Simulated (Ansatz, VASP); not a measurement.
# MgO: VASP beside Ansatz

Contents of INCAR:

```
ALGO = Normal
EDIFF = 1E-6
ENCUT = 520
GGA = PE
ISIF = 2
ISMEAR = 0
LASPH = T
LCHARG = F
LREAL = F
LWAVE = F
NBANDS = 11
NELM = 80
PREC = Accurate
SIGMA = 0.01
```

The input KPOINTS:

```
k-points
0
Gamma
  8 8 8
```

POSCAR

```
MgO
1.0
    0.0000000000      2.2820056620      2.2820056620
    2.2820056620      0.0000000000      2.2820056620
    2.2820056620      2.2820056620      0.0000000000
Mg O
1 1
Direct
    0.0000000000      0.0000000000      0.0000000000
    0.2500000000      0.2500000000      0.2500000000
```

Input for Ansatz:

```yaml
crystal:
  lattice:
    - [0.0, 2.282005662, 2.282005662]
    - [2.282005662, 0.0, 2.282005662]
    - [2.282005662, 2.282005662, 0.0]
  atoms:
    - { symbol: Mg, position: [0.0, 0.0, 0.0] }
    - { symbol: O, position: [0.25, 0.25, 0.25] }
kpoints:
  mp_grid: { grid: [8, 8, 8] }
hamiltonian:
  xc: pbe
scf:
  occupations: { method: fixed }
output:
  optics:
    e_range: [0, 17]
    de: 0.05
    sigma: 0.1
    bands: { spectra_wanted_up_to: 17 }
```

Alike in both runs: task single point; functional PBE; k mesh 8 × 8 × 8; no spin polarisation.

|  | VASP | Ansatz |
| --- | --- | --- |
| version | VASP 6.6.1 | Ansatz 0.2.0 |
| potentials or method | VASP PAW PBE potentials, release 64 (Mg, O) | plane waves, PAW |
| plane-wave cutoff (eV) | 520 | 420 |
| occupations | gaussian, width 0.01 eV | fixed |
| valence electrons in the cell | 8 | 16 |

```tsv
	VASP	Ansatz	Ansatz less VASP
gap on the k mesh at the Fermi level (eV)	3.64	3.66	+0.015
```

VASP's potentials hold 8 valence electrons a cell and Ansatz's 16, so a difference there can come from the potentials and not from the codes.
